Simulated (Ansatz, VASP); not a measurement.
Two plane-wave programs on Ru

The input INCAR:

```
SYSTEM = Ru
ALGO     = Normal         ! electronic algorithm
EDIFF    = 1E-6           ! SCF threshold, eV
ENCUT    = 520            ! plane-wave cutoff, eV
GGA      = PE             ! functional
ISIF     = 2              ! what is computed and relaxed
ISMEAR   = -1             ! smearing method
LASPH    = .True.         ! aspherical terms in the spheres
LCHARG   = .False.        ! write CHGCAR
LREAL    = .False.        ! projectors in reciprocal space
LWAVE    = .False.        ! write WAVECAR
NBANDS   = 21             ! bands
NELM     = 60             ! most SCF steps
PREC     = Accurate       ! precision mode
SIGMA    = 0.1            ! smearing width, eV
```

File KPOINTS:

```
k-points
0
Gamma
  11 11 6
  0 0 0
```

Contents of POSCAR:

```
Ru
1.0
    2.7235595794      0.0000000000      0.0000000000
   -1.3617797897      2.3586717845      0.0000000000
    0.0000000000      0.0000000000      4.2890849607
Ru
2
Direct
    0.3333333333      0.6666666667      0.2500000000
    0.6666666667      0.3333333333      0.7500000000
```

Input for Ansatz:

```yaml
crystal:
  lattice:
    - [2.7235595794, 0.0, 0.0]
    - [-1.3617797897, 2.3586717845, 0.0]
    - [0.0, 0.0, 4.2890849607]
  atoms:
    - { symbol: Ru, position: [0.3333333333, 0.6666666667, 0.25] }
    - { symbol: Ru, position: [0.6666666667, 0.3333333333, 0.75] }
hamiltonian:
  xc: pbe
  pseudopotentials:
    kind: paw
    azcp:
      Ru: "pseudopotentials/Ru.paw.azcp"
basis:
  ecutwfc: 420
  fft_grid_basis: typed
kpoints:
  mp_grid: { grid: [11, 11, 6], shift: [0, 0, 0] }
magnetization:
  spin_polarized: false
scf:
  occupations: { method: fermi_dirac, width: 0.1 }
  lower_state_search: "off"
output:
  stress: true
```

Alike in both runs: task single point; functional PBE; k mesh 11 × 11 × 6; occupations fermi-dirac, width 0.1 eV; no spin polarisation.

|  | VASP | Ansatz |
| --- | --- | --- |
| version | VASP 6.6.1 | Ansatz 0.2.0 |
| potentials or method | VASP PAW PBE potentials, release 64 (Ru_pv), cutoff 520 eV | plane waves (420 eV) with PAW, scalar-relativistic |
| valence electrons in the cell | 28 | 32 |

```tsv
	VASP	Ansatz	Ansatz less VASP
pressure (GPa)	0.0	0.1	+0.10
traceless stress, the component that is largest in VASP (GPa)	1.10	1.09	-0.010
```

VASP's potentials hold 28 valence electrons a cell and Ansatz's 32, so a difference there can come from the potentials and not from the codes.
